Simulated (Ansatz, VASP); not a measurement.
**La2O3: VASP beside Ansatz**

```
La O
1.0
     6.26678    0.00000    0.00000
    -3.13339    5.42719    0.00000
     0.00000    0.00000    3.29977
La O
2 3
Direct
  0.66667 0.33333 0.50000
  0.33333 0.66667 0.50000
  0.50801 0.00000 0.00000
  0.00000 0.50801 0.00000
  0.49199 0.49199 0.00000
```

Alike in both runs: task relaxation of cell and atoms; functional revPBE; dispersion D3(BJ); k mesh 5 × 5 × 8; occupations fermi-dirac, width 0.05 eV; no spin polarisation.

|  | VASP | Ansatz |
| --- | --- | --- |
| version | VASP 6.6.1 | Ansatz 0.2.0 |
| potentials or method | VASP PAW PBE potentials, release 64 (La, O) | Ansatz PAW |
| plane-wave cutoff (eV) | 600 | 420 |
| valence electrons in the cell | 40 | 40 |

|  | VASP | Ansatz | Ansatz less VASP |
| --- | --- | --- | --- |
| gap on the k mesh at the Fermi level, each at its own relaxed structure (eV) | 1.67 | 1.67 | +0.001 |
| relaxed volume (Å³/atom) | 22.74 | 22.83 | +0.091 |
| relaxed length of the cell vector where the two differ most in proportion (Å) | 6.322 | 6.331 | +0.0090 |

VASP's potentials were made for PBE, not for revPBE.

Spin-orbit coupling is off throughout. Noted on Ansatz's run: odd divisions of the mesh miss points on the zone boundary, where band edges often lie, so the gap on the mesh can be too wide; the plane-wave basis is chosen anew once the cell has moved, so the energies of steps on either side of that aren't comparable.
